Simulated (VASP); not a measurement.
Runs of VASP 6.6.1 on Ga. The structure is that of space group Cmcm (No. 63), or close to it. The cells are those of the table. 

| task | cell | gap on the mesh (eV) | pressure (GPa) | largest force (eV/Å) |
| --- | --- | --- | --- | --- |
| electric field gradients | a = 4.316, b = 4.316, c = 3.138 Å, angles 90.0, 90.0, 140.7°, 2 atoms | none | 2.4 | 0.20 |
| single point | a = 4.316, b = 4.316, c = 3.075 Å, angles 90.0, 90.0, 140.7°, 2 atoms | none | 3.7 | 0.22 |
| single point | a = 4.445, b = 4.445, c = 3.170 Å, angles 90.0, 90.0, 140.7°, 2 atoms | none | (a) | 0.17 |
| electric field gradients | a = 4.352, b = 4.352, c = 3.196 Å, angles 90.0, 90.0, 140.7°, 2 atoms | none | (b) | 0.18 |
| electric field gradients | a = 4.359, b = 4.359, c = 3.170 Å, angles 90.0, 90.0, 140.7°, 2 atoms | none | 0.7 | 0.19 |
| single point | a = 4.230, b = 4.230, c = 3.170 Å, angles 90.0, 90.0, 140.7°, 2 atoms | none | 4.1 | 0.21 |
| single point | a = 4.316, b = 4.316, c = 3.265 Å, angles 90.0, 90.0, 140.7°, 2 atoms | none | 0.0 | 0.17 |
| electric field gradients | a = 4.243, b = 4.243, c = 3.116 Å, angles 90.0, 90.0, 140.7°, 2 atoms | none | 5.0 | 0.22 |

Alike in all rows: level PBE; potentials or basis VASP PAW PBE potentials, release 64 (Ga_d); no spin polarisation; k mesh 12 × 12 × 10; cutoff (eV) 520; smearing fermi-dirac 0.08 eV.

Q: Fill in the values left out.

A: (a) -0.9; (b) 0.5.

Caveats: the cell stands under pressure (at least some runs).

A k mesh can miss the band edges, and the runs leave out spin-orbit coupling on Ga.

A gap of «none» marks levels without a gap at the run's occupations.
